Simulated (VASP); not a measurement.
# Cu (P2/m) in VASP: settings compared

Aim: see how the results for Cu move with the level of theory and the settings. Levels: PBE, PBEsol. Tasks: single point.

Program: VASP 6.6.1. These are calculated values, not measurements. Logs are shortened: lines on timing, memory, paths and dates and some standing lists are left out, and cuts for length are marked.

## 1. The cell of the first run

The structure is monoclinic, space group P2/m (No. 10). The conventional cell has a = 11.570 Å, b = 2.238 Å, c = 22.224 Å, α = 90.00°, β = 101.93°, γ = 90.00°. Within 3.0 Å of Cu (site symmetry 2/m) lie 2 Cu at 2.24 Å.

## 2. Single point, PBE

File INCAR:

```
SYSTEM = Cu
ALGO = Normal
EDIFF = 1E-6
ENCUT = 520
GGA = PE
ISIF = 2
ISMEAR = 0
LASPH = .True.
LCHARG = .False.
LREAL = .False.
LWAVE = .False.
NBANDS = 12
NELM = 100
PREC = Accurate
SIGMA = 0.1
```

File KPOINTS:

```
k-points
0
Gamma
  1 2 1
  0 0 0
```

File POSCAR:

```
Cu
1.0
   11.5702539529      0.0000000000      0.0000000000
    0.0000000000      2.2382121000      0.0000000000
   -4.5956239420      0.0000000000     21.7433883473
Cu
1
Direct
    0.5000000000      0.5000000000      0.5000000000
```

Potentials or basis: VASP PAW PBE potentials, release 64 (Cu).

The run is started by

```
> cat potpaw_PBE.64/Cu/POTCAR > POTCAR
> mpirun -np 1 vasp_std > vasp.out
```

OUTCAR:

```text
SYSTEM = Cu
   EDIFF = 1E-6
   ENCUT = 520
   GGA = PE
   ISIF = 2
   ISMEAR = 0
   LASPH = .True.
   LREAL = .False.
   NELM = 100
   PREC = Accurate

 ion  position               nearest neighbor table
   1  0.500  0.500  0.500-

  LATTYP: Found a simple monoclinic cell.
 ALAT       =    11.5702539529
 B/A-ratio  =     0.1934453737
 C/A-ratio  =     1.9207652498
 COS(beta)  =    -0.2067889377

  Lattice vectors:

 A1 = (  11.5702539529,   0.0000000000,   0.0000000000)
 A2 = (   0.0000000000,   2.2382121000,   0.0000000000)
 A3 = (  -4.5956239420,   0.0000000000,  21.7433883473)

Analysis of symmetry for initial positions (statically):
=====================================================================
 Subroutine PRICEL returns:
 Original cell was already a primitive cell.

 Routine SETGRP: Setting up the symmetry group for a
 simple monoclinic supercell.

 Subroutine GETGRP returns: Found  4 space group operations
 (whereof  4 operations were pure point group operations)
 out of a pool of  4 trial point group operations.

The static configuration has the point symmetry C_2h.

Analysis of symmetry for dynamics (positions and initial velocities):
=====================================================================
 Subroutine PRICEL returns:
 Original cell was already a primitive cell.

 Routine SETGRP: Setting up the symmetry group for a
 simple monoclinic supercell.

 Subroutine GETGRP returns: Found  4 space group operations
 (whereof  4 operations were pure point group operations)
 out of a pool of  4 trial point group operations.

The dynamic configuration has the point symmetry C_2h.

 Subroutine INISYM returns: Found  4 space group operations
 (whereof  4 operations are pure point group operations),
 and found     1 'primitive' translations

----------------------------------------------------------------------------------------

                                     Primitive cell

  volume of cell :     563.0816

  direct lattice vectors                    reciprocal lattice vectors
    11.570253953  0.000000000  0.000000000     0.086428526  0.000000000  0.018267300
     0.000000000  2.238212100  0.000000000     0.000000000  0.446785182  0.000000000
    -4.595623942  0.000000000 21.743388347     0.000000000  0.000000000  0.045990992

  length of vectors
    11.570253953  2.238212100 22.223741725     0.088337899  0.446785182  0.045990992

  position of ions in fractional coordinates (direct lattice)
     0.500000000  0.500000000  0.500000000

  ion indices of the primitive-cell ions
   primitive index   ion index
                 1           1

----------------------------------------------------------------------------------------

 KPOINTS: k-points

Automatic generation of k-mesh.
 Grid dimensions read from file:
 generate k-points for:    1    2    1

 Generating k-lattice:

  Cartesian coordinates                     Fractional coordinates (reciprocal lattice)
     0.086428526  0.000000000  0.018267300     1.000000000  0.000000000 -0.000000000
     0.000000000  0.223392591  0.000000000     0.000000000  0.500000000  0.000000000
     0.000000000  0.000000000  0.045990992     0.000000000  0.000000000  1.000000000

  Length of vectors
     0.088337899  0.223392591  0.045990992

  Shift w.r.t. Gamma in fractional coordinates (k-lattice)
     0.000000000  0.000000000  0.000000000

 Subroutine IBZKPT returns following result:
 ===========================================

 Found      2 irreducible k-points:

 Following reciprocal coordinates:
            Coordinates               Weight
  0.000000  0.000000  0.000000      1.000000
  0.000000  0.500000  0.000000      1.000000
   k-points           NKPTS =      2   k-points in BZ     NKDIM =      2   number of bands    NBANDS=     12
   number of dos      NEDOS =    301   number of ions     NIONS =      1
   total plane-waves  NPLWV = 272160
   dimension x,y,z NGX =    90 NGY =   18 NGZ =  168
   dimension x,y,z NGXF=   180 NGYF=   36 NGZF=  336
   ions per type =               1
   NGX,Y,Z   is equivalent  to a cutoff of  12.93, 13.37, 12.57 a.u.
   NGXF,Y,Z  is equivalent  to a cutoff of  25.86, 26.74, 25.13 a.u.
 SYSTEM =  Cu
   PREC   = accura    normal or accurate (medium, high low for compatibility)
   ISTART =      0    job   : 0-new  1-cont  2-samecut
   ICHARG =      2    charge: 1-file 2-atom 10-const
   ISPIN  =      1    spin polarized calculation?
   LNONCOLLINEAR =      F non collinear calculations
   LSORBIT =      F    spin-orbit coupling
   LASPH  =      T    aspherical Exc in radial PAW
   ENCUT  =  520.0 eV  38.22 Ry    6.18 a.u.  21.51  4.16 41.32*2*pi/ulx,y,z
   NELM   =    100;   NELMIN=  2; NELMDL= -5     # of ELM steps
   EDIFF  = 0.1E-05   stopping-criterion for ELM
   LREAL  =      F    real-space projection
   EDIFFG = 0.1E-04   stopping-criterion for IOM
   NSW    =      0    number of steps for IOM
   IBRION =     -1    ionic relax: 0-MD 1-quasi-New 2-CG
   NFREE  =      0    steps in history (QN), initial steepest desc. (CG)
   ISIF   =      2    stress and relaxation
   ISYM   =      2    0-nonsym 1-usesym 2-fastsym
   POTIM  = 0.5000    time-step for ionic-motion
   TEBEG  =    0.0;   TEEND  =   0.0 temperature during run
   PSTRESS=    0.0 pullay stress
   NELECT =      11.0000    total number of electrons
   NUPDOWN=      -1.0000    fix difference up-down
   EMIN   =  10.00;   EMAX   =-10.00  energy-range for DOS
   EFERMI =   0.00;   METHOD = LEGACY
   ISMEAR =     0;   SIGMA  =   0.10  broadening in eV -4-tet -1-fermi 0-gaus
   EFERMI_NEDOS =   21; number of points for ismear=-14 and -15
   IALGO  =     38    algorithm
   IMIX   =      4    mixing-type and parameters
     AMIX     =   0.40;   BMIX     =  1.00
     AMIX_MAG =   1.60;   BMIX_MAG =  1.00
  volume/ion in A,a.u.               =     563.08      3799.86
  Fermi-wavevector in a.u.,A,eV,Ry     =   0.440909  0.833197  2.644978  0.194400
  Thomas-Fermi vector in A             =   1.415886
   LORBIT       =      0    0 simple, 1 ext, 2 COOP (PROOUT), +10 PAW based schemes
   GGA     = PE    functional components
   LHFCALC =     F    Hartree Fock is set to
   AEXX    =    0.0000 exact exchange contribution
   IVDW    =     0    specifies the selected vdW correction
   LEPSILON=     F    determine dielectric tensor
   LRPA    =     F    only Hartree local field effects (RPA)
 non-spin polarized calculation
 Gauss-broadening in eV      SIGMA  =   0.10
  energy-cutoff  :      520.00
  volume of cell :      563.08
 maximum number of plane-waves:     15252
 NGX is ok and might be reduce to    90
   NGX = 43   NGY =  9   NGZ = 83

 number of electron      11.0000002 magnetization

 Free energy of the ion-electron system (eV)
  ---------------------------------------------------
  ext. energy  EPLUGINS =         0.00000000
  ---------------------------------------------------
  free energy    TOTEN  =        -1.92871169 eV

  energy without entropy =       -1.92871169  energy(sigma->0) =       -1.92871169

 E-fermi :  -3.9919     XC(G=0):  -0.7766

 val. band max:       -4.4859115455   @ k =   0.0000   0.0000   0.0000
 cond. band min:      -2.0790604393   @ k =   0.0000   0.0000   0.0000
 fundamental gap:      2.4068511062
 Fermi energy:        -3.9919120375

 k-point     1 :       0.0000    0.0000    0.0000
  band No.  band energies     occupation
      1      -8.3411      2.00000
      2      -5.8513      2.00000
      3      -5.4632      2.00000
      4      -5.4632      2.00000
      5      -4.4859      2.00000
      6      -4.4859      2.00000
      7      -2.0791      0.00000
      8      -2.0711      0.00000
      9      -0.0269      0.00000
     10       0.4082      0.00000
     11       0.4939      0.00000
     12       0.9078      0.00000

 k-point     2 :       0.0000    0.5000    0.0000
  band No.  band energies     occupation
      1      -6.4271      2.00000
      2      -6.4271      2.00000
      3      -5.0076      2.00000
      4      -5.0076      2.00000
      5      -4.5905      2.00000
      6      -0.6426      0.00000
      7       2.5453      0.00000
      8       5.2006      0.00000
      9       5.2068      0.00000
     10       6.6961      0.00000
     11       6.7523      0.00000
     12       7.2921      0.00000

------------------------ aborting loop because EDIFF is reached ----------------------------------------

  FORCE on cell =-STRESS in cart. coord.  units (eV):
  Direction    XX          YY          ZZ          XY          YZ          ZX
  --------------------------------------------------------------------------------------
  -------------------------------------------------------------------------------------
  Total       -0.0092877      2.2710460     -0.0059020      0.0000000      0.0000000     -0.0002610
  in kB       -0.0264269      6.4619734     -0.0167935      0.0000000      0.0000000     -0.0007426
  external PRESSURE =       2.1395843 kB  Pullay stress =       0.0000000 kB

 VOLUME and BASIS-vectors are now :
 -----------------------------------------------------------------------------
  energy-cutoff  :      520.00
  volume of cell :      563.08
      direct lattice vectors                 reciprocal lattice vectors
    11.570253953  0.000000000  0.000000000     0.086428526  0.000000000  0.018267300
     0.000000000  2.238212100  0.000000000     0.000000000  0.446785182  0.000000000
    -4.595623942  0.000000000 21.743388347     0.000000000  0.000000000  0.045990992

 POSITION                                       TOTAL-FORCE (eV/Angst)
 -----------------------------------------------------------------------------------
      3.48732      1.11911     10.87169         0.000000      0.000000      0.000000
 -----------------------------------------------------------------------------------
    total drift:                                0.000000     -0.000000     -0.000000

  FREE ENERGIE OF THE ION-ELECTRON SYSTEM (eV)
  ---------------------------------------------------
  free  energy   TOTEN  =        -1.9287116880 eV

  energy  without entropy=       -1.9287116880  energy(sigma->0) =       -1.92871169
```

It took 70 s on 1 thread of Intel Xeon 8259CL, shared host; peak memory 0.54 GiB.

Results:

```yaml
Free_energy: -1.9287 eV
Pressure: 0.2 GPa
Band_gap_on_the_k_mesh: zero (an odd number of electrons rules out a gap without spin polarisation)
```

Levels at points of the mesh, in eV from the Fermi level:
| k point | band 3 | band 4 | band 5 | band 6 | band 7 | band 8 |
| --- | --- | --- | --- | --- | --- | --- |
| (0.00, 0.00, 0.00) | -1.47 | -1.47 | -0.49 | -0.49 | 1.91 | 1.92 |
| (0.00, 0.50, 0.00) | -1.02 | -1.02 | -0.60 | 3.35 | 6.54 | 9.19 |

Caveat: the k points lie up to 1.40 Å⁻¹ apart, too coarse for converged energies and pressures of a metal.

## 3. Single point, PBE

File INCAR:

```
  PREC = Accurate
  ENCUT = 520
  EDIFF = 1E-6
  ISMEAR = 0
  SIGMA = 0.1
  LREAL = False
  LASPH = True
  NELM = 80
  ALGO = Normal
  ISIF = 2
  LWAVE = False
  LCHARG = True
  GGA = PE
  LELF = True
  LVHAR = True
  NBANDS = 12
```

File KPOINTS:

```
regular mesh
0
Gamma
  2 6 1
```

POSCAR is that of step 2.

Potentials or basis: VASP PAW PBE potentials, release 64 (Cu).

The run is started by

```
> cat potpaw_PBE.64/Cu/POTCAR > POTCAR
> mpirun -np 1 vasp_std > vasp.out
```

OUTCAR:

```text
PREC = Accurate
   ENCUT = 520
   EDIFF = 1E-6
   ISMEAR = 0
   LREAL = False
   LASPH = True
   NELM = 80
   ISIF = 2
   GGA = PE

 ion  position               nearest neighbor table
   1  0.500  0.500  0.500-

  LATTYP: Found a simple monoclinic cell.
 ALAT       =    11.5702539529
 B/A-ratio  =     0.1934453737
 C/A-ratio  =     1.9207652498
 COS(beta)  =    -0.2067889377

  Lattice vectors:

 A1 = (  11.5702539529,   0.0000000000,   0.0000000000)
 A2 = (   0.0000000000,   2.2382121000,   0.0000000000)
 A3 = (  -4.5956239420,   0.0000000000,  21.7433883473)

Analysis of symmetry for initial positions (statically):
=====================================================================
 Subroutine PRICEL returns:
 Original cell was already a primitive cell.

 Routine SETGRP: Setting up the symmetry group for a
 simple monoclinic supercell.

 Subroutine GETGRP returns: Found  4 space group operations
 (whereof  4 operations were pure point group operations)
 out of a pool of  4 trial point group operations.

The static configuration has the point symmetry C_2h.

Analysis of symmetry for dynamics (positions and initial velocities):
[... 151 lines left out ...]
      2      -5.9827      2.00000
      3      -5.6947      2.00000
      4      -5.6947      2.00000
      5      -4.7416      2.00000
      6      -4.7416      2.00000
      7      -2.0758      0.00000
      8      -2.0679      0.00000
      9      -0.0102      0.00000
     10       0.4176      0.00000
     11       0.5073      0.00000
     12       0.9228      0.00000
[... 91 lines left out ...]
 k-point     8 :       0.5000    0.5000    0.0000
  band No.  band energies     occupation
      1      -6.6253      2.00000
      2      -6.6253      2.00000
      3      -5.2563      2.00000
      4      -5.2563      2.00000
      5      -4.8165      2.00000
      6      -0.5991      0.00000
      7       2.5323      0.00000
      8       5.2106      0.00000
      9       5.2169      0.00000
     10       6.6325      0.00000
     11       6.6836      0.00000
     12       7.5525      0.00000

------------------------ aborting loop because EDIFF is reached ----------------------------------------

  FORCE on cell =-STRESS in cart. coord.  units (eV):
  Direction    XX          YY          ZZ          XY          YZ          ZX
  --------------------------------------------------------------------------------------
  -------------------------------------------------------------------------------------
  Total       -0.0080134      0.9405179     -0.0055397      0.0000000      0.0000000     -0.0003855
  in kB       -0.0228012      2.6761244     -0.0157625      0.0000000      0.0000000     -0.0010970
  external PRESSURE =       0.8791869 kB  Pullay stress =       0.0000000 kB

 VOLUME and BASIS-vectors are now :
 -----------------------------------------------------------------------------
  energy-cutoff  :      520.00
  volume of cell :      563.08
      direct lattice vectors                 reciprocal lattice vectors
    11.570253953  0.000000000  0.000000000     0.086428526  0.000000000  0.018267300
     0.000000000  2.238212100  0.000000000     0.000000000  0.446785182  0.000000000
    -4.595623942  0.000000000 21.743388347     0.000000000  0.000000000  0.045990992

 POSITION                                       TOTAL-FORCE (eV/Angst)
 -----------------------------------------------------------------------------------
      3.48732      1.11911     10.87169         0.000000      0.000000      0.000000
 -----------------------------------------------------------------------------------
    total drift:                                0.000000     -0.000000     -0.000000

  FREE ENERGIE OF THE ION-ELECTRON SYSTEM (eV)
  ---------------------------------------------------
  free  energy   TOTEN  =        -1.7636177072 eV

  energy  without entropy=       -1.7636177071  energy(sigma->0) =       -1.76361771
```

stdout:

```text
POSCAR found type information on POSCAR Cu
 POSCAR found :  1 types and       1 ions
 scaLAPACK will be used
 LDA part: xc-table for (Slater+PW92), standard interpolation
 POSCAR, INCAR and KPOINTS ok, starting setup
 FFT: planning ... GRIDC
 FFT: planning ... GRID_SOFT
 FFT: planning ... GRID
 WAVECAR not read
 entering main loop
```

Run time: 2.8 min. Hardware: 1 thread of Intel Xeon 8259CL, shared host; peak memory 0.56 GiB.

Results:

- Free energy: -1.7636 eV
- Pressure: 0.1 GPa
- Band gap on the k mesh: zero (an odd number of electrons rules out a gap without spin polarisation)

Stress tensor (GPa, compression positive):
```
0.00 0.00 0.00
0.00 0.27 0.00
0.00 0.00 0.00
```

Caveat: the k points lie up to 0.47 Å⁻¹ apart, too coarse for converged energies and pressures of a metal.

## 4. Single point, PBEsol

File INCAR:

```
  PREC = Accurate
  ENCUT = 520
  EDIFF = 1E-6
  ISMEAR = 0
  SIGMA = 0.1
  LREAL = F
  LASPH = T
  NELM = 60
  ALGO = Normal
  ISIF = 2
  LWAVE = F
  LCHARG = T
  GGA = PS
  LELF = T
  LVHAR = T
  NBANDS = 12
```

File KPOINTS:

```
Automatic mesh
0
Gamma
  2 6 1
```

POSCAR is that of step 3.

Potentials or basis: VASP PAW PBE potentials, release 64 (Cu).

The run is started by

```
> cat potpaw_PBE.64/Cu/POTCAR > POTCAR
> mpirun -np 1 vasp_std > vasp.out
```

OUTCAR:

```text
PREC = Accurate
   ENCUT = 520
   EDIFF = 1E-6
   ISMEAR = 0
   LREAL = F
   LASPH = T
   NELM = 60
   ISIF = 2
   GGA = PS

 ion  position               nearest neighbor table
   1  0.500  0.500  0.500-

  LATTYP: Found a simple monoclinic cell.
 ALAT       =    11.5702539529
 B/A-ratio  =     0.1934453737
 C/A-ratio  =     1.9207652498
 COS(beta)  =    -0.2067889377

  Lattice vectors:

[... 282 lines left out ...]
      9       5.2126      0.00000
     10       6.6595      0.00000
     11       6.7086      0.00000
     12       7.6155      0.00000

------------------------ aborting loop because EDIFF is reached ----------------------------------------

  FORCE on cell =-STRESS in cart. coord.  units (eV):
  Direction    XX          YY          ZZ          XY          YZ          ZX
  --------------------------------------------------------------------------------------
  -------------------------------------------------------------------------------------
  Total       -0.0085620      0.3056222     -0.0059163      0.0000000      0.0000000     -0.0004242
  in kB       -0.0243621      0.8696092     -0.0168342      0.0000000      0.0000000     -0.0012071
  external PRESSURE =       0.2761376 kB  Pullay stress =       0.0000000 kB

 VOLUME and BASIS-vectors are now :
 -----------------------------------------------------------------------------
  energy-cutoff  :      520.00
  volume of cell :      563.08
      direct lattice vectors                 reciprocal lattice vectors
    11.570253953  0.000000000  0.000000000     0.086428526  0.000000000  0.018267300
     0.000000000  2.238212100  0.000000000     0.000000000  0.446785182  0.000000000
    -4.595623942  0.000000000 21.743388347     0.000000000  0.000000000  0.045990992

 POSITION                                       TOTAL-FORCE (eV/Angst)
 -----------------------------------------------------------------------------------
      3.48732      1.11911     10.87169         0.000000      0.000000      0.000000
 -----------------------------------------------------------------------------------
    total drift:                                0.000000     -0.000000     -0.000000

  FREE ENERGIE OF THE ION-ELECTRON SYSTEM (eV)
  ---------------------------------------------------
  free  energy   TOTEN  =        -1.9627535948 eV

  energy  without entropy=       -1.9627535944  energy(sigma->0) =       -1.96275359
```

Run time: 2.9 min. Hardware: 1 thread of Intel Xeon 8259CL, shared host; peak memory 0.55 GiB.

What came out:

* Free energy: -1.9628 eV
* Pressure: 0.0 GPa
* Band gap on the k mesh: zero (an odd number of electrons rules out a gap without spin polarisation)

Caveat: the k points lie up to 0.47 Å⁻¹ apart, too coarse for converged energies and pressures of a metal; the PAW data sets were made with another functional, which shifts forces and pressure a little.

## 5. The runs side by side

| level | k mesh | gap on the mesh (eV) | pressure (GPa) |
| --- | --- | --- | --- |
| PBE | 1 × 2 × 1 | none | 0.2 |
| PBE | 2 × 6 × 1 | none | 0.1 |
| PBEsol | 2 × 6 × 1 | none | 0.0 |

Alike in all rows: task single point; potentials or basis VASP PAW PBE potentials, release 64 (Cu); no spin polarisation; cell as given; cutoff (eV) 520; smearing gaussian 0.1 eV.

Caveats: all runs use coarse meshes; the PAW data sets were made with another functional, which shifts forces and pressure a little (at least some runs).

Total energies depend on the potentials used, so only differences within one code and one set of settings carry meaning.
